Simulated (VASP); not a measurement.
# Cd (P6_3/mmc) in VASP: notebook, part 2 of 2

VASP 6.6.1.

**4. Single point, LDA (18.65 Å³/atom)**

This run uses another cell than the first one, of 18.65 Å³/atom.

Input file INCAR:

```
SYSTEM = Cd
  PREC = Accurate
  ENCUT = 520
  EDIFF = 1E-6
  ISMEAR = -1
  SIGMA = 0.1
  LREAL = .FALSE.
  LASPH = .TRUE.
  NELM = 100
  ALGO = Normal
  ISIF = 2
  LWAVE = .FALSE.
  LCHARG = .FALSE.
  NBANDS = 19
```

Input file KPOINTS:

```
Automatic mesh
0
G
  21 21 9
  0 0 0
```

Input file POSCAR:

```
Cd
1.0
    2.8028688939      0.0000000000      0.0000000000
   -1.4014344469      2.4273556656      0.0000000000
    0.0000000000      0.0000000000      5.4838163889
Cd
2
Direct
    0.3333333333      0.6666666667      0.2500000000
    0.6666666667      0.3333333333      0.7500000000
```

Potentials or basis: VASP PAW LDA potentials, release 64 (Cd).

On the command line:

```bash
$ cat potpaw_LDA.64/Cd/POTCAR > POTCAR
$ mpirun -np 1 vasp_std > vasp.out
```

OUTCAR:

```text
SYSTEM = Cd
   PREC = Accurate
   ENCUT = 520
   EDIFF = 1E-6
   ISMEAR = -1
   LREAL = .FALSE.
   LASPH = .TRUE.
   NELM = 100
   ISIF = 2

 ion  position               nearest neighbor table
   1  0.333  0.667  0.250-   2 3.18   2 3.18   2 3.18   2 3.18   2 3.18   2 3.18
   2  0.667  0.333  0.750-   1 3.18   1 3.18   1 3.18   1 3.18   1 3.18   1 3.18

  LATTYP: Found a hexagonal cell.
 ALAT       =     2.8028688939
 C/A-ratio  =     1.9565012123

  Lattice vectors:

 A1 = (   2.8028688939,   0.0000000000,   0.0000000000)
 A2 = (  -1.4014344469,   2.4273556656,   0.0000000000)
 A3 = (   0.0000000000,   0.0000000000,   5.4838163889)

Analysis of symmetry for initial positions (statically):
=====================================================================
 Subroutine PRICEL returns:
 Original cell was already a primitive cell.

 Routine SETGRP: Setting up the symmetry group for a
 hexagonal supercell.

 Subroutine GETGRP returns: Found 24 space group operations
 (whereof 12 operations were pure point group operations)
 out of a pool of 24 trial point group operations.

The static configuration has the point symmetry D_3d.
 The point group associated with its full space group is D_6h.

Analysis of symmetry for dynamics (positions and initial velocities):
=====================================================================
 Subroutine PRICEL returns:
 Original cell was already a primitive cell.

 Routine SETGRP: Setting up the symmetry group for a
 hexagonal supercell.

 Subroutine GETGRP returns: Found 24 space group operations
 (whereof 12 operations were pure point group operations)
 out of a pool of 24 trial point group operations.

The dynamic configuration has the point symmetry D_3d.
 The point group associated with its full space group is D_6h.

 Subroutine INISYM returns: Found 24 space group operations
 (whereof 12 operations are pure point group operations),
 and found     1 'primitive' translations

----------------------------------------------------------------------------------------

                                     Primitive cell

  volume of cell :      37.3095

  direct lattice vectors                    reciprocal lattice vectors
     2.802868894  0.000000000  0.000000000     0.356777301  0.205985471  0.000000000
    -1.401434447  2.427355666  0.000000000     0.000000000  0.411970942  0.000000000
     0.000000000  0.000000000  5.483816389     0.000000000  0.000000000  0.182354756

  length of vectors
     2.802868894  2.802868894  5.483816389     0.411970942  0.411970942  0.182354756

  position of ions in fractional coordinates (direct lattice)
     0.333333333  0.666666667  0.250000000
     0.666666667  0.333333333  0.750000000

  ion indices of the primitive-cell ions
   primitive index   ion index
                 1           1
                 2           2

----------------------------------------------------------------------------------------

 KPOINTS: Automatic mesh

Automatic generation of k-mesh.
 Grid dimensions read from file:
 generate k-points for:   21   21    9

 Generating k-lattice:

  Cartesian coordinates                     Fractional coordinates (reciprocal lattice)
     0.016989395  0.009808832  0.000000000     0.047619048  0.000000000  0.000000000
     0.000000000  0.019617664  0.000000000     0.000000000  0.047619048  0.000000000
     0.000000000  0.000000000  0.020261640     0.000000000  0.000000000  0.111111111

  Length of vectors
     0.019617664  0.019617664  0.020261640

  Shift w.r.t. Gamma in fractional coordinates (k-lattice)
     0.000000000  0.000000000  0.000000000

 Subroutine IBZKPT returns following result:
 ===========================================

 Found    240 irreducible k-points:

 Following reciprocal coordinates:
            Coordinates               Weight
  0.000000  0.000000  0.000000      1.000000
  0.047619  0.000000  0.000000      6.000000
  0.095238  0.000000  0.000000      6.000000
  0.142857  0.000000  0.000000      6.000000
  0.190476  0.000000  0.000000      6.000000
  0.238095  0.000000  0.000000      6.000000
[... 16 lines left out ...]
  0.142857  0.095238  0.000000     12.000000
  0.190476  0.095238  0.000000     12.000000
 [... further k-points ...]
   k-points           NKPTS =    240   k-points in BZ     NKDIM =    240   number of bands    NBANDS=     19
   number of dos      NEDOS =    301   number of ions     NIONS =      2
   total plane-waves  NPLWV =  24192
   dimension x,y,z NGX =    24 NGY =   24 NGZ =   42
   dimension x,y,z NGXF=    48 NGYF=   48 NGZF=   84
   ions per type =               2
   NGX,Y,Z   is equivalent  to a cutoff of  14.24, 14.24, 12.73 a.u.
   NGXF,Y,Z  is equivalent  to a cutoff of  28.47, 28.47, 25.47 a.u.
 SYSTEM =  Cd
   PREC   = accura    normal or accurate (medium, high low for compatibility)
   ISTART =      0    job   : 0-new  1-cont  2-samecut
   ICHARG =      2    charge: 1-file 2-atom 10-const
   ISPIN  =      1    spin polarized calculation?
   LNONCOLLINEAR =      F non collinear calculations
   LSORBIT =      F    spin-orbit coupling
   LASPH  =      T    aspherical Exc in radial PAW
   ENCUT  =  520.0 eV  38.22 Ry    6.18 a.u.   5.21  5.21 10.20*2*pi/ulx,y,z
   NELM   =    100;   NELMIN=  2; NELMDL= -5     # of ELM steps
   EDIFF  = 0.1E-05   stopping-criterion for ELM
   LREAL  =      F    real-space projection
   EDIFFG = 0.1E-04   stopping-criterion for IOM
   NSW    =      0    number of steps for IOM
   IBRION =     -1    ionic relax: 0-MD 1-quasi-New 2-CG
   NFREE  =      0    steps in history (QN), initial steepest desc. (CG)
   ISIF   =      2    stress and relaxation
   ISYM   =      2    0-nonsym 1-usesym 2-fastsym
   POTIM  = 0.5000    time-step for ionic-motion
   TEBEG  =    0.0;   TEEND  =   0.0 temperature during run
   PSTRESS=    0.0 pullay stress
   NELECT =      24.0000    total number of electrons
   NUPDOWN=      -1.0000    fix difference up-down
   EMIN   =  10.00;   EMAX   =-10.00  energy-range for DOS
   EFERMI =   0.00;   METHOD = LEGACY
   ISMEAR =    -1;   SIGMA  =   0.10  broadening in eV -4-tet -1-fermi 0-gaus
   EFERMI_NEDOS =   21; number of points for ismear=-14 and -15
   IALGO  =     38    algorithm
   IMIX   =      4    mixing-type and parameters
     AMIX     =   0.40;   BMIX     =  1.00
     AMIX_MAG =   1.60;   BMIX_MAG =  1.00
  volume/ion in A,a.u.               =      18.65       125.89
  Fermi-wavevector in a.u.,A,eV,Ry     =   1.413206  2.670573 27.172901  1.997152
  Thomas-Fermi vector in A             =   2.534876
   LORBIT       =      0    0 simple, 1 ext, 2 COOP (PROOUT), +10 PAW based schemes
   GGA     = CA    functional components
   LHFCALC =     F    Hartree Fock is set to
   AEXX    =    0.0000 exact exchange contribution
   IVDW    =     0    specifies the selected vdW correction
   LEPSILON=     F    determine dielectric tensor
   LRPA    =     F    only Hartree local field effects (RPA)
 non-spin polarized calculation
  energy-cutoff  :      520.00
  volume of cell :       37.31
 maximum number of plane-waves:      1019
 NGX is ok and might be reduce to    24
   NGX = 11   NGY = 11   NGZ = 21

 number of electron      24.0000007 magnetization

 Free energy of the ion-electron system (eV)
  ---------------------------------------------------
  ext. energy  EPLUGINS =         0.00000000
  ---------------------------------------------------
  free energy    TOTEN  =        -2.95129011 eV

  energy without entropy =       -2.93776658  energy(sigma->0) =       -2.94452834

 E-fermi :   3.8485     XC(G=0): -12.1530

 val. band max:        3.8331444670   @ k =   0.2857   0.2381   0.2222
 cond. band min:       3.8613189856   @ k =   0.3810   0.0952   0.0000
 fundamental gap:      0.0281745187
 Fermi energy:         3.8485256764

 k-point     1 :       0.0000    0.0000    0.0000
  band No.  band energies     occupation
      1      -6.7840      2.00000
      2      -6.5861      2.00000
      3      -5.9041      2.00000
      4      -5.7984      2.00000
      5      -5.7984      2.00000
      6      -5.7383      2.00000
[... 11 lines left out ...]
     18      21.0310      0.00000
     19      21.0310      0.00000
[... 485 lines left out ...]
 k-point    24 :       0.1905    0.0952    0.0000
  band No.  band energies     occupation
      1      -6.3707      2.00000
      2      -6.1236      2.00000
      3      -5.9320      2.00000
      4      -5.7257      2.00000
      5      -5.6556      2.00000
      6      -5.4325      2.00000
[... 11 lines left out ...]
     18      17.3378      0.00000
     19      18.7407      0.00000

 [... further k-points ...]

------------------------ aborting loop because EDIFF is reached ----------------------------------------

  FORCE on cell =-STRESS in cart. coord.  units (eV):
  Direction    XX          YY          ZZ          XY          YZ          ZX
  --------------------------------------------------------------------------------------
  -------------------------------------------------------------------------------------
  Total        2.6040280      2.6040280      0.9991557      0.0000000      0.0000000      0.0000000
  in kB      111.8245412    111.8245412     42.9066546      0.0000000      0.0000000      0.0000000
  external PRESSURE =      88.8519123 kB  Pullay stress =       0.0000000 kB

 VOLUME and BASIS-vectors are now :
 -----------------------------------------------------------------------------
  energy-cutoff  :      520.00
  volume of cell :       37.31
      direct lattice vectors                 reciprocal lattice vectors
     2.802868894  0.000000000  0.000000000     0.356777301  0.205985471  0.000000000
    -1.401434447  2.427355666  0.000000000     0.000000000  0.411970942  0.000000000
     0.000000000  0.000000000  5.483816389     0.000000000  0.000000000  0.182354756

 POSITION                                       TOTAL-FORCE (eV/Angst)
 -----------------------------------------------------------------------------------
     -0.00000      1.61824      1.37095         0.000000     -0.000000      0.000000
      1.40143      0.80912      4.11286        -0.000000      0.000000      0.000000
 -----------------------------------------------------------------------------------
    total drift:                                0.000000     -0.000000      0.000000

  FREE ENERGIE OF THE ION-ELECTRON SYSTEM (eV)
  ---------------------------------------------------
  free  energy   TOTEN  =        -2.9512901086 eV

  energy  without entropy=       -2.9377665766  energy(sigma->0) =       -2.94452834
```

OSZICAR:

```text
N       E                     dE             d eps       ncg     rms          rms(c)
DAV:   1     0.185006745040E+03    0.18501E+03   -0.13377E+04  9136   0.131E+03
DAV:   2     0.907518171503E+00   -0.18410E+03   -0.17738E+03  9477   0.347E+02
DAV:   3    -0.314520163972E+01   -0.40527E+01   -0.40444E+01 10421   0.593E+01
DAV:   4    -0.315320077615E+01   -0.79991E-02   -0.79983E-02 10066   0.248E+00
DAV:   5    -0.315322538633E+01   -0.24610E-04   -0.24610E-04 10137   0.136E-01    0.699E+00
DAV:   6    -0.297594408265E+01    0.17728E+00   -0.34514E-01 10031   0.778E+00    0.504E+00
DAV:   7    -0.295370130758E+01    0.22243E-01   -0.42220E-02 10248   0.206E+00    0.181E+00
DAV:   8    -0.295127348608E+01    0.24278E-02   -0.63892E-03  9690   0.105E+00    0.108E-01
DAV:   9    -0.295128296612E+01   -0.94800E-05   -0.20827E-05 10203   0.511E-02    0.430E-02
DAV:  10    -0.295129014688E+01   -0.71808E-05   -0.55058E-06 10014   0.237E-02    0.354E-03
DAV:  11    -0.295129010863E+01    0.38241E-07   -0.19521E-07  5226   0.500E-03
   1 F= -.29512901E+01 E0= -.29445283E+01  d E =-.135235E-01
```

Run time: 66 s. Hardware: 1 thread of AMD EPYC 9R45 (Zen 5), shared host; peak memory 0.22 GiB.

What came out:

```yaml
Free_energy: -2.9513 eV
Pressure: 8.9 GPa
Band_gap_on_the_k_mesh: zero (bands 12 and 13 overlap by 5.09 eV)
```

Levels at points of the mesh, in eV from the Fermi level:
| k point | band 10 | band 11 | band 12 | band 13 | band 14 | band 15 |
| --- | --- | --- | --- | --- | --- | --- |
| (0.00, 0.00, 0.00) | -8.54 | -8.54 | -3.85 | -3.30 | 10.41 | 15.48 |

Caveat: the stress differs along the axes, from 4 to 11 GPa.

**5. Relaxation of cell and atoms, LDA**

This run uses another cell than the first one, of 21.59 Å³/atom.

Input file INCAR:

```
SYSTEM = Cd
ALGO = Normal
EDIFF = 1E-6
EDIFFG = -0.01
ENCUT = 600
IBRION = 2
ISIF = 3
ISMEAR = -1
LASPH = .TRUE.
LCHARG = .FALSE.
LREAL = .FALSE.
LWAVE = .FALSE.
NELM = 60
NSW = 80
PREC = Accurate
SIGMA = 0.1
```

Input file KPOINTS:

```
k-points
0
G
  12 12 6
  0 0 0
```

Input file POSCAR:

```
Cd
1.0
    2.9788725081      0.0000000000      0.0000000000
   -1.4894362540      2.5797792666      0.0000000000
    0.0000000000      0.0000000000      5.6176500000
Cd
2
Direct
    0.3333333333      0.6666666667      0.2500000000
    0.6666666667      0.3333333333      0.7500000000
```

On the command line:

```bash
$ cat potpaw_LDA.64/Cd/POTCAR > POTCAR
$ mpirun -np 1 vasp_std > vasp.out
```

Wall time 2 min (1 thread of AMD EPYC 9R45 (Zen 5), shared host); peak memory 0.16 GiB.

Results (log left out):

```yaml
Free_energy: -3.0550 eV
Relaxed_volume: 20.42 Å³/atom
Relaxed_cell: a = 2.891 Å, b = 2.891 Å, c = 5.642 Å, α = 90.00°, β = 90.00°, γ = 120.00°
Space_group_after_relaxing_to_0.1_Å: P6_3/mmc (No. 194)
Energy_gained_by_relaxing: 21.7 meV/atom
Ionic_steps: 9
Pressure_after_relaxing: 0.0 GPa
Band_gap_on_the_k_mesh: zero (bands 12 and 13 overlap by 4.62 eV)
```

The path:
| step | energy change (eV) | largest force (eV/Å) | pressure (GPa) | volume (Å³) |
| --- | --- | --- | --- | --- |
| 1 | 0.0000 | 0.0000 | -3.89 | 43.17 |
| 2 | -0.0392 | 0.0000 | 1.36 | 39.97 |
| 3 | -0.0413 | 0.0000 | 0.25 | 40.50 |
| 4 | -0.0427 | 0.0000 | 0.20 | 40.61 |
| 5 | -0.0433 | 0.0000 | 0.19 | 40.72 |
| 6 | -0.0433 | 0.0000 | 0.15 | 40.74 |
| 7 | -0.0433 | 0.0000 | 0.19 | 40.73 |
| 8 | -0.0434 | 0.0000 | -0.03 | 40.90 |
| 9 | -0.0434 | 0.0000 | -0.03 | 40.84 |

Final structure:
```
CELL_PARAMETERS angstrom
2.89096 0.00000 0.00000
-1.44548 2.50364 0.00000
0.00000 0.00000 5.64210
ATOMIC_POSITIONS crystal
Cd 0.33333 0.66667 0.25000
Cd 0.66667 0.33333 0.75000
```

Levels at points of the mesh, in eV from the Fermi level:
```tsv
k point	band 9	band 10	band 11	band 12	band 13	band 14	band 15	band 16
(0.00, 0.00, 0.00)	-8.73	-8.49	-8.49	-3.43	-3.41	9.92	14.65	15.10
(0.50, 0.00, 0.00)	-8.15	-8.13	-2.41	-1.73	1.88	3.05	3.29	5.41
(0.00, 0.00, 0.50)	-8.60	-8.60	-7.75	-7.75	3.29	3.29	15.40	15.40
(0.50, 0.00, 0.50)	-8.14	-8.14	-1.67	-1.67	0.31	0.31	7.94	7.94
```

LDA usually gives volumes a few per cent too small. Zero-point motion and thermal expansion aren't in these numbers.

**6. Summary**

| task | cell | k mesh | cutoff (eV) | gap on the mesh (eV) | pressure (GPa) |
| --- | --- | --- | --- | --- | --- |
| single point | a = 2.882, b = 2.882, c = 5.638 Å, angles 90.0, 90.0, 120.0°, 2 atoms | 12 × 12 × 6 | 520 | none | 0.7 |
| single point | a = 2.762, b = 2.762, c = 5.403 Å, angles 90.0, 90.0, 120.0°, 2 atoms | 21 × 21 × 9 | 520 | none | 14.8 |
| single point | a = 2.803, b = 2.803, c = 5.484 Å, angles 90.0, 90.0, 120.0°, 2 atoms | 21 × 21 × 9 | 520 | none | 8.9 |
| relaxation of cell and atoms | relaxed from a = 2.979, b = 2.979, c = 5.618 Å, angles 90.0, 90.0, 120.0°, 2 atoms | 12 × 12 × 6 | 600 | none | 0.0 |

Alike in all rows: level LDA; potentials or basis VASP PAW LDA potentials, release 64 (Cd); no spin polarisation; smearing fermi-dirac 0.1 eV.

Caveats: the stress differs along the axes, from 8 to 18 GPa (at least some runs); the stress differs along the axes, from 4 to 11 GPa (at least some runs).

Absolute energies hang on the potentials; compare differences alone.

The gap in the log of VASP goes by the Fermi energy; the results here count the filled bands.